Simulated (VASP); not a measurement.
A run of VASP 6.6.1 is set up as follows.

INCAR

```
SYSTEM = Ge
PREC = Accurate
ENCUT = 520
EDIFF = 1E-6
ISMEAR = -1
SIGMA = 0.05
LREAL = .FALSE.
LASPH = .TRUE.
NELM = 100
ALGO = Normal
ISIF = 2
LWAVE = .FALSE.
LCHARG = .FALSE.
GGA = CA
NBANDS = 21
```

KPOINTS

```
Automatic mesh
0
G
  11 11 11
  0 0 0
```

POSCAR

```
Ge
1.0
   -2.5396950521      2.5396950521      1.3785263734
    2.5396950521     -2.5396950521      1.3785263734
    2.5396950521      2.5396950521     -1.3785263734
Ge
2
Direct
    0.5000000000      0.5000000000      0.0000000000
    0.2500000000      0.7500000000      0.5000000000
```

Potentials or basis: VASP PAW LDA potentials, release 64 (Ge_d).

The run is started by

```sh
$ cat potpaw_LDA.64/Ge_d/POTCAR > POTCAR
$ mpirun -np 1 vasp_std > vasp.out
```

(1) Estimate the pressure.

(2) Estimate the band gap on the k mesh.

Answers

(1) 0.8 GPa.

(2) zero (band 14 reaches 8.80 eV, above the bottom of band 15 at 3.87 eV).
